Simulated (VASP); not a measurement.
# Sn (Fm-3m) in VASP: further runs, part 2 of 2

VASP 6.6.1. The steps go on from the part before.

## (5) Single point, PBEsol (volume scaled by 1.04)

File INCAR:

```
PREC = Accurate
ENCUT = 520
EDIFF = 1E-6
ISMEAR = -1
SIGMA = 0.1
LREAL = F
LASPH = T
NELM = 100
ALGO = Normal
ISIF = 2
LWAVE = F
LCHARG = F
GGA = PS
NBANDS = 13
```

File KPOINTS:

```
regular mesh
0
Gamma
  13 13 13
```

File POSCAR:

```
Sn
1.0
    0.0000000000      2.3989904832      2.3989904832
    2.3989904832      0.0000000000      2.3989904832
    2.3989904832      2.3989904832      0.0000000000
Sn
1
Direct
    0.0000000000      0.0000000000      0.0000000000
```

Potentials or basis: VASP PAW PBE potentials, release 64 (Sn_d).

Started as:

```bash
cat potpaw_PBE.64/Sn_d/POTCAR > POTCAR
mpirun -np 1 vasp_std > vasp.out
```

OUTCAR:

```text
PREC = Accurate
   ENCUT = 520
   EDIFF = 1E-6
   ISMEAR = -1
   LREAL = F
   LASPH = T
   NELM = 100
   ISIF = 2
   GGA = PS

 ion  position               nearest neighbor table
   1  0.000  0.000  0.000-

  LATTYP: Found a face centered cubic cell.
 ALAT       =     4.7979809664

  Lattice vectors:

 A1 = (   0.0000000000,   2.3989904832,   2.3989904832)
 A2 = (   2.3989904832,   0.0000000000,   2.3989904832)
 A3 = (   2.3989904832,   2.3989904832,   0.0000000000)

Analysis of symmetry for initial positions (statically):
=====================================================================
 Subroutine PRICEL returns:
 Original cell was already a primitive cell.

 Routine SETGRP: Setting up the symmetry group for a
 face centered cubic supercell.

 Subroutine GETGRP returns: Found 48 space group operations
 (whereof 48 operations were pure point group operations)
 out of a pool of 48 trial point group operations.

The static configuration has the point symmetry O_h .

Analysis of symmetry for dynamics (positions and initial velocities):
=====================================================================
 Subroutine PRICEL returns:
[... 160 lines left out ...]
 Fermi energy:         7.8229472463

 k-point     1 :       0.0000    0.0000    0.0000
  band No.  band energies     occupation
      1     -13.6512      2.00000
      2     -13.6512      2.00000
      3     -13.6512      2.00000
      4     -13.5766      2.00000
      5     -13.5766      2.00000
      6      -3.2460      2.00000
      7      15.3443      0.00000
      8      15.3443      0.00000
      9      15.3443      0.00000
     10      18.3913      0.00000
     11      19.5405      0.00000
     12      19.5405      0.00000
     13      19.5405      0.00000
[... 354 lines left out ...]
  band No.  band energies     occupation
      1     -13.6624      2.00000
      2     -13.6255      2.00000
      3     -13.6108      2.00000
      4     -13.5405      2.00000
      5     -13.5010      2.00000
      6       0.4924      2.00000
      7       4.8897      2.00000
      8      11.1336      0.00000
      9      12.1100      0.00000
     10      15.3729      0.00000
     11      20.3480      0.00000
     12      20.6705      0.00000
     13      22.1074      0.00000

 [... further k-points ...]
[... 5 lines left out ...]
  --------------------------------------------------------------------------------------
  -------------------------------------------------------------------------------------
  Total       -0.3586923     -0.3586923     -0.3586923     -0.0000000     -0.0000000      0.0000000
  in kB      -20.8121552    -20.8121552    -20.8121552     -0.0000000     -0.0000000      0.0000000
  external PRESSURE =     -20.8121552 kB  Pullay stress =       0.0000000 kB

 VOLUME and BASIS-vectors are now :
 -----------------------------------------------------------------------------
  energy-cutoff  :      520.00
  volume of cell :       27.61
      direct lattice vectors                 reciprocal lattice vectors
     0.000000000  2.398990483  2.398990483    -0.208421002  0.208421002  0.208421002
     2.398990483  0.000000000  2.398990483     0.208421002 -0.208421002  0.208421002
     2.398990483  2.398990483  0.000000000     0.208421002  0.208421002 -0.208421002

 POSITION                                       TOTAL-FORCE (eV/Angst)
 -----------------------------------------------------------------------------------
      0.00000      0.00000      0.00000        -0.000000      0.000000      0.000000
 -----------------------------------------------------------------------------------
    total drift:                               -0.000000     -0.000000     -0.000000

  FREE ENERGIE OF THE ION-ELECTRON SYSTEM (eV)
  ---------------------------------------------------
  free  energy   TOTEN  =        -4.2335722216 eV

  energy  without entropy=       -4.2156779577  energy(sigma->0) =       -4.22462509
```

OSZICAR:

```text
N       E                     dE             d eps       ncg     rms          rms(c)
DAV:   1     0.796434206403E+02    0.79643E+02   -0.71763E+03  2236   0.162E+03
DAV:   2     0.128915497340E+01   -0.78354E+02   -0.76119E+02  2294   0.340E+02
DAV:   3    -0.413718694892E+01   -0.54263E+01   -0.54102E+01  2632   0.723E+01
DAV:   4    -0.424908905405E+01   -0.11190E+00   -0.11187E+00  2672   0.111E+01
DAV:   5    -0.425289504385E+01   -0.38060E-02   -0.38059E-02  2924   0.199E+00    0.129E+00
DAV:   6    -0.423818995773E+01    0.14705E-01   -0.15749E-02  2784   0.220E+00    0.687E-01
DAV:   7    -0.423383731032E+01    0.43526E-02   -0.86346E-03  2819   0.153E+00    0.111E-01
DAV:   8    -0.423357174861E+01    0.26556E-03   -0.67940E-04  2724   0.452E-01    0.190E-02
DAV:   9    -0.423357188323E+01   -0.13462E-06   -0.12209E-05  3138   0.422E-02    0.117E-02
DAV:  10    -0.423357222159E+01   -0.33836E-06   -0.75107E-07  1867   0.900E-03
   1 F= -.42335722E+01 E0= -.42246251E+01  d E =-.178943E-01
```

Run time: 39 s. Hardware: 1 thread of Intel Xeon Platinum 8259CL at 2.50GHz (Skylake/Cascade Lake), shared host; peak memory 0.17 GiB.

Results:

* Free energy: -4.2336 eV
* Pressure: -2.1 GPa
* Band gap on the k mesh: zero (band 7 reaches 15.34 eV, above the bottom of band 8 at 5.87 eV)

Levels at points of the mesh, in eV from the Fermi level:
```csv
k point,band 5,band 6,band 7,band 8,band 9,band 10
"(0.00, 0.00, 0.00)",-21.40,-11.07,7.52,7.52,7.52,10.57
```

Caveat: the PAW data sets were made with another functional, which shifts forces and pressure a little; spin-orbit coupling is left out, which moves the levels of the heavy elements.

## (6) Single point, PBEsol (volume scaled by 1.08)

File INCAR:

```
SYSTEM = Sn
PREC     = Accurate       ! precision mode
ENCUT    = 520            ! plane-wave cutoff, eV
EDIFF    = 1E-6           ! SCF threshold, eV
ISMEAR   = -1             ! smearing method
SIGMA    = 0.1            ! smearing width, eV
LREAL    = .False.        ! projectors in reciprocal space
LASPH    = .True.         ! aspherical terms in the spheres
NELM     = 100            ! most SCF steps
ALGO     = Normal         ! electronic algorithm
ISIF     = 2              ! what is computed and relaxed
LWAVE    = .False.        ! write WAVECAR
LCHARG   = .True.         ! write CHGCAR
GGA      = PS             ! functional
LELF     = .True.         ! ELF
LVHAR    = .True.       
NBANDS   = 13             ! bands
```

File KPOINTS:

```
regular mesh
0
Gamma
  13 13 13
  0 0 0
```

File POSCAR:

```
Sn
1.0
    0.0000000000      2.4293606754      2.4293606754
    2.4293606754      0.0000000000      2.4293606754
    2.4293606754      2.4293606754      0.0000000000
Sn
1
Direct
    0.0000000000      0.0000000000      0.0000000000
```

Potentials or basis: VASP PAW PBE potentials, release 64 (Sn_d).

Started as:

```bash
cat potpaw_PBE.64/Sn_d/POTCAR > POTCAR
mpirun -np 1 vasp_std > vasp.out
```

Run time: 36 s. Hardware: 1 thread of Intel Xeon Platinum 8259CL at 2.50GHz (Skylake/Cascade Lake), shared host; peak memory 0.17 GiB.

The run converged. Its results:

| Quantity | Value |
| --- | --- |
| Free energy | -4.2149 eV |
| Pressure | -3.6 GPa |
| Band gap on the k mesh | zero (band 7 reaches 14.60 eV, above the bottom of band 8 at 5.51 eV) |

Levels at points of the mesh, in eV from the Fermi level:
| k point | band 4 | band 5 | band 6 | band 7 | band 8 | band 9 | band 10 | band 11 |
| --- | --- | --- | --- | --- | --- | --- | --- | --- |
| (0.00, 0.00, 0.00) | -21.39 | -21.39 | -10.80 | 7.22 | 7.22 | 7.22 | 10.52 | 11.49 |

Caveat: the PAW data sets were made with another functional, which shifts forces and pressure a little; spin-orbit coupling is left out, which moves the levels of the heavy elements.

## (7) Summary

```csv
cell,gap on the mesh (eV),pressure (GPa)
"a = 3.257 Å, angles 60.0°, 1 atom",none,5.2
"a = 3.303 Å, angles 60.0°, 1 atom",none,2.2
"a = 3.349 Å, angles 60.0°, 1 atom",none,-0.2
"a = 3.393 Å, angles 60.0°, 1 atom",none,-2.1
"a = 3.436 Å, angles 60.0°, 1 atom",none,-3.6
```

Alike in all rows: task single point; level PBEsol; potentials or basis VASP PAW PBE potentials, release 64 (Sn_d); no spin polarisation; k mesh 13 × 13 × 13; cutoff (eV) 520; smearing fermi-dirac 0.1 eV.

Caveats: the PAW data sets were made with another functional, which shifts forces and pressure a little; spin-orbit coupling is left out, which moves the levels of the heavy elements.

Absolute energies hang on the potentials; compare differences alone.
